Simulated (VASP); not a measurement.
# MoH3 in VASP: a series of runs, part 2 of 2

VASP 6.6.1. Earlier steps stand in the parts before.

## (5) Relaxation of cell and atoms, PBE

This run uses another cell than the first one: it holds 8 atoms, not 4.

The input, INCAR:

```
PREC = Accurate
ENCUT = 600
EDIFF = 1E-6
ISMEAR = 0
SIGMA = 0.1
LREAL = F
LASPH = T
NELM = 60
ALGO = Normal
ISIF = 3
LWAVE = F
LCHARG = F
GGA = PE
IBRION = 2
NSW = 90
EDIFFG = -0.04
```

The input, KPOINTS:

```
Automatic mesh
0
Gamma
  4 4 6
```

The input, POSCAR:

```
MoH3
1.0
    4.7824109500      0.0000000000      0.0000000000
    0.0000000000      4.7824109500      0.0000000000
    0.0000000000      0.0000000000      3.4061414300
H Mo
6 2
Direct
    0.7630860100      0.2630860100      0.0000000000
    0.2369139900      0.7369139900      0.0000000000
    0.2630860100      0.2369139900      0.0000000000
    0.7369139900      0.7630860100      0.0000000000
    0.5000000000      0.5000000000      0.5000000000
    0.0000000000      0.0000000000      0.5000000000
    0.0000000000      0.5000000000      0.5000000000
    0.5000000000      0.0000000000      0.5000000000
```

Launch:

```bash
$ cat potpaw_PBE.64/H/POTCAR potpaw_PBE.64/Mo_sv/POTCAR > POTCAR
$ mpirun -np 1 vasp_std > vasp.out
```

It took 4.9 min on 1 thread of Intel Xeon Platinum 8259CL at 2.50GHz (Skylake/Cascade Lake), shared host; peak memory 0.23 GiB.

Results (log left out):

```yaml
Free_energy: -39.7078 eV
Relaxed_volume: 6.15 Å³/atom
Relaxed_cell: a = 4.080 Å, b = 4.080 Å, c = 2.953 Å, α = 90.00°, β = 90.00°, γ = 90.00°
Space_group_after_relaxing_to_0.05_Å: P4/mmm (No. 123)
Energy_gained_by_relaxing: 591.7 meV/atom
Ionic_steps: 10
Pressure_after_relaxing: 0.0 GPa
Largest_force_after_relaxing: 0.005 eV/Å
Band_gap_on_the_k_mesh: zero (band 17 reaches 10.13 eV, above the bottom of band 18 at 8.35 eV)
```

Forces on the atoms (eV/Å):
```
H    0.004  0.004  0.000
H   -0.004 -0.004  0.000
H    0.004 -0.004  0.000
H   -0.004  0.004  0.000
H    0.000  0.000  0.000
H    0.000  0.000  0.000
Mo   0.000  0.000  0.000
Mo   0.000  0.000  0.000
```

Stress tensor (GPa, compression positive):
```
 0.39  0.00  0.00
 0.00  0.39  0.00
 0.00  0.00 -0.89
```

Step by step:
```tsv
step	energy change (eV)	largest force (eV/Å)	pressure (GPa)	volume (Å³)
1	0.0000	0.1917	-35.75	77.90
2	-4.2707	0.0085	-19.33	55.88
3	-4.7003	0.1227	-3.28	50.18
4	-4.7088	0.1470	0.48	49.21
5	-4.7134	0.1334	0.47	49.18
6	-4.7233	0.0940	0.59	49.09
7	-4.7274	0.0186	1.19	48.89
8	-4.7300	0.0038	-1.14	49.46
9	-4.7303	0.0014	-0.63	49.32
10	-4.7333	0.0051	-0.04	49.16
```

Final structure:
```
H Mo
1.0
     4.07986    0.00000    0.00000
     0.00000    4.07986    0.00000
     0.00000    0.00000    2.95343
H Mo
6 2
Direct
  0.74945 0.24945 0.00000
  0.25055 0.75055 0.00000
  0.24945 0.25055 0.00000
  0.75055 0.74945 0.00000
  0.50000 0.50000 0.50000
  0.00000 0.00000 0.50000
  0.00000 0.50000 0.50000
  0.50000 0.00000 0.50000
```

Levels at points of the mesh, in eV from the Fermi level:
| k point | band 14 | band 15 | band 16 | band 17 | band 18 | band 19 | band 20 | band 21 |
| --- | --- | --- | --- | --- | --- | --- | --- | --- |
| (0.00, 0.00, 0.00) | -4.07 | -3.10 | -0.55 | -0.55 | 1.51 | 1.51 | 1.63 | 3.23 |
| (0.50, 0.00, 0.00) | -4.61 | -1.44 | -1.44 | 0.02 | 0.02 | 0.38 | 0.38 | 3.01 |
| (0.50, 0.50, 0.00) | -3.31 | -1.13 | -1.13 | -0.90 | -0.90 | 0.33 | 0.33 | 1.75 |
| (0.00, 0.00, 0.50) | -3.44 | -0.76 | -0.76 | 0.62 | 1.82 | 3.14 | 3.38 | 3.63 |
| (0.50, 0.00, 0.50) | -5.26 | -1.30 | -1.30 | -0.35 | -0.35 | 1.47 | 1.47 | 3.80 |
| (0.50, 0.50, 0.50) | -4.21 | -3.29 | -3.29 | -0.42 | -0.42 | -0.21 | -0.21 | 3.00 |

Caveat: the volume moved by over 15 % at a fixed basis, so the end points are rough.

## (6) Single point, PBE, collinear spin, ferromagnetic start

This run uses another cell than the first one, of 6.20 Å³/atom, 1.010 times its volume.

The input, INCAR:

```
PREC = Accurate
ENCUT = 520
EDIFF = 1E-6
ISMEAR = 0
SIGMA = 0.1
LREAL = F
LASPH = T
NELM = 150
ALGO = Normal
ISIF = 2
LWAVE = F
LCHARG = F
ISPIN = 2
MAGMOM = 0 0 0 0.83
LORBIT = 11
LMAXMIX = 4
GGA = PE
NBANDS = 20
```

The input, KPOINTS:

```
Automatic mesh
0
Gamma
  16 16 16
```

The input, POSCAR:

```
MoH3
1.0
    2.9166793626      0.0000000000      0.0000000000
    0.0000000000      2.9166793626      0.0000000000
    0.0000000000      0.0000000000      2.9166793626
H Mo
3 1
Direct
    0.5000000000      0.0000000000      0.0000000000
    0.0000000000      0.5000000000      0.0000000000
    0.0000000000      0.0000000000      0.5000000000
    0.5000000000      0.5000000000      0.5000000000
```

Potentials or basis: VASP PAW PBE potentials, release 64 (H, Mo_sv).

Launch:

```bash
$ cat potpaw_PBE.64/H/POTCAR potpaw_PBE.64/Mo_sv/POTCAR > POTCAR
$ mpirun -np 1 vasp_std > vasp.out
```

OUTCAR:

```text
PREC = Accurate
   ENCUT = 520
   EDIFF = 1E-6
   ISMEAR = 0
   LREAL = F
   LASPH = T
   NELM = 150
   ISIF = 2
   ISPIN = 2
   LORBIT = 11
   GGA = PE

 ion  position               nearest neighbor table
   1  0.500  0.000  0.000-   4 2.06   4 2.06   4 2.06   4 2.06
   2  0.000  0.500  0.000-   4 2.06   4 2.06   4 2.06   4 2.06
   3  0.000  0.000  0.500-   4 2.06   4 2.06   4 2.06   4 2.06
   4  0.500  0.500  0.500-   1 2.06   2 2.06   3 2.06   1 2.06   2 2.06   1 2.06   3 2.06   1 2.06
                             2 2.06   3 2.06   2 2.06   3 2.06

  LATTYP: Found a simple cubic cell.
 ALAT       =     2.9166793626

  Lattice vectors:

 A1 = (   2.9166793626,   0.0000000000,   0.0000000000)
 A2 = (   0.0000000000,   2.9166793626,   0.0000000000)
 A3 = (   0.0000000000,   0.0000000000,   2.9166793626)

Analysis of symmetry for initial positions (statically):
=====================================================================
 Subroutine PRICEL returns:
 Original cell was already a primitive cell.

 Routine SETGRP: Setting up the symmetry group for a
 simple cubic supercell.

 Subroutine GETGRP returns: Found 48 space group operations
 (whereof 48 operations were pure point group operations)
 out of a pool of 48 trial point group operations.

The static configuration has the point symmetry O_h .

Analysis of symmetry for dynamics (positions and initial velocities):
=====================================================================
 Subroutine PRICEL returns:
 Original cell was already a primitive cell.

 Routine SETGRP: Setting up the symmetry group for a
 simple cubic supercell.

 Subroutine GETGRP returns: Found 48 space group operations
 (whereof 48 operations were pure point group operations)
 out of a pool of 48 trial point group operations.

The dynamic configuration has the point symmetry O_h .

Analysis of structural, dynamic, and magnetic symmetry:
[... 162 lines left out ...]
  energy without entropy =      -19.81938639  energy(sigma->0) =      -19.82422969

 E-fermi :   9.0696     XC(G=0): -12.3155

 val. band max:        9.0612202054   @ k =   0.4375   0.3125   0.0000
 cond. band min:       9.0731247440   @ k =   0.5000   0.4375   0.3125
 fundamental gap:      0.0119045386
 Fermi energy:         9.0695605343

 spin component 1

 k-point     1 :       0.0000    0.0000    0.0000
  band No.  band energies     occupation
      1     -52.5640      1.00000
      2     -26.4272      1.00000
      3     -26.4272      1.00000
      4     -26.4272      1.00000
      5      -2.8578      1.00000
      6       3.4201      1.00000
[... 541 lines left out ...]
     19      29.6344      0.00000
     20      32.2405      0.00000

 [... further k-points ...]

 spin component 2

 k-point     1 :       0.0000    0.0000    0.0000
  band No.  band energies     occupation
      1     -51.9693      1.00000
      2     -25.7694      1.00000
      3     -25.7694      1.00000
      4     -25.7694      1.00000
      5      -2.6866      1.00000
      6       3.7384      1.00000
[... 541 lines left out ...]
     19      29.7265      0.00000
     20      32.5733      0.00000

 [... further k-points ...]

------------------------ aborting loop because EDIFF is reached ----------------------------------------

  FORCE on cell =-STRESS in cart. coord.  units (eV):
  Direction    XX          YY          ZZ          XY          YZ          ZX
  --------------------------------------------------------------------------------------
  -------------------------------------------------------------------------------------
  Total        0.0033296      0.0033296      0.0033296      0.0000000     -0.0000000      0.0000000
  in kB        0.2150006      0.2150006      0.2150006      0.0000000     -0.0000000      0.0000000
  external PRESSURE =       0.2150006 kB  Pullay stress =       0.0000000 kB

 VOLUME and BASIS-vectors are now :
 -----------------------------------------------------------------------------
  energy-cutoff  :      520.00
  volume of cell :       24.81
      direct lattice vectors                 reciprocal lattice vectors
     2.916679363  0.000000000  0.000000000     0.342855650  0.000000000  0.000000000
     0.000000000  2.916679363  0.000000000     0.000000000  0.342855650  0.000000000
     0.000000000  0.000000000  2.916679363     0.000000000  0.000000000  0.342855650

 POSITION                                       TOTAL-FORCE (eV/Angst)
 -----------------------------------------------------------------------------------
      1.45834      0.00000      0.00000         0.000000      0.000000      0.000000
      0.00000      1.45834      0.00000         0.000000      0.000000      0.000000
      0.00000      0.00000      1.45834         0.000000      0.000000      0.000000
      1.45834      1.45834      1.45834         0.000000      0.000000      0.000000
 -----------------------------------------------------------------------------------
    total drift:                                0.000000     -0.000000     -0.000000

  FREE ENERGIE OF THE ION-ELECTRON SYSTEM (eV)
  ---------------------------------------------------
  free  energy   TOTEN  =       -19.8290729804 eV

  energy  without entropy=      -19.8193863947  energy(sigma->0) =      -19.82422969

 total charge

# of ion       s       p       d       tot
------------------------------------------
    1        0.504   0.023   0.000   0.526
    2        0.504   0.023   0.000   0.526
    3        0.504   0.023   0.000   0.526
    4        2.270   6.170   4.009  12.449
--------------------------------------------------
tot          3.782   6.238   4.009  14.028

 magnetization (x)

# of ion       s       p       d       tot
------------------------------------------
    1       -0.014   0.005   0.000  -0.009
    2       -0.014   0.005   0.000  -0.009
    3       -0.014   0.005   0.000  -0.009
    4        0.023   0.019   0.872   0.914
--------------------------------------------------
tot         -0.018   0.034   0.872   0.887
```

stdout:

```text
POSCAR found type information on POSCAR H Mo
 POSCAR found :  2 types and       4 ions
 scaLAPACK will be used
 LDA part: xc-table for (Slater+PW92), standard interpolation
 POSCAR, INCAR and KPOINTS ok, starting setup
 FFT: planning ... GRIDC
 FFT: planning ... GRID_SOFT
 FFT: planning ... GRID
 WAVECAR not read
 entering main loop
```

Run time: 86 s. Hardware: 1 thread of Intel Xeon Platinum 8259CL at 2.50GHz (Skylake/Cascade Lake), shared host; peak memory 0.24 GiB.

Results:

- Free energy: -19.8291 eV
- Pressure: 0.0 GPa
- Band gap on the k mesh: zero (filled and empty bands overlap)
- Net moment: 1.00 μB per cell
- Site moments: H -0.01; Mo +0.91 μB
- Valence electrons inside the program's atomic spheres: H 0.53; Mo 12.45

Levels at points of the mesh, in eV from the Fermi level:
Spin up:
```tsv
k point	band 7	band 8	band 9	band 10	band 11	band 12
(0.00, 0.00, 0.00)	-5.65	1.16	1.16	1.16	5.92	5.92
(0.50, 0.00, 0.00)	-3.47	-1.23	-1.23	0.51	1.38	3.68
(0.50, 0.50, 0.00)	-4.15	-3.36	-0.72	-0.72	2.85	6.76
(0.50, 0.50, 0.50)	-7.29	3.02	3.02	3.80	5.86	5.86
```
Spin down:
```tsv
k point	band 6	band 7	band 8	band 9	band 10	band 11
(0.00, 0.00, 0.00)	-5.33	-5.33	2.05	2.05	2.05	5.97
(0.50, 0.00, 0.00)	-7.56	-3.02	-0.44	-0.44	0.48	2.28
(0.50, 0.50, 0.00)	-4.07	-4.07	-2.91	0.10	0.10	3.36
(0.50, 0.50, 0.50)	-6.92	-6.92	3.54	3.54	3.94	6.22
```

## (7) Overview

| task | spin | cell | k mesh | cutoff (eV) | gap on the mesh (eV) | pressure (GPa) | moment (μB) | largest force (eV/Å) |
| --- | --- | --- | --- | --- | --- | --- | --- | --- |
| single point | collinear, ferromagnetic start | a = 2.907 Å, 4 atoms | 6 × 6 × 6 | 520 | none | 3.6 | 1.34 | - |
| single point | off | a = 4.091, b = 4.091, c = 2.936 Å, 8 atoms | 4 × 4 × 6 | 520 | none | -0.1 | - | - |
| single point | off | a = 4.782, b = 4.782, c = 3.406 Å, 8 atoms | 4 × 4 × 6 | 520 | none | -35.8 | - | 0.19 |
| relaxation of cell and atoms | off | relaxed from a = 4.782, b = 4.782, c = 3.406 Å, 8 atoms | 4 × 4 × 6 | 600 | none | 0.0 | - | 0.01 |
| single point | collinear, ferromagnetic start | a = 2.917 Å, 4 atoms | 16 × 16 × 16 | 520 | none | 0.0 | 1.00 | - |

Alike in all rows: level PBE; potentials or basis VASP PAW PBE potentials, release 64 (H, Mo_sv); smearing gaussian 0.1 eV.

Caveats: some runs use coarse meshes; the volume moved by over 15 % at a fixed basis, so the end points are rough (some runs).

Absolute energies hang on the potentials; compare differences alone.
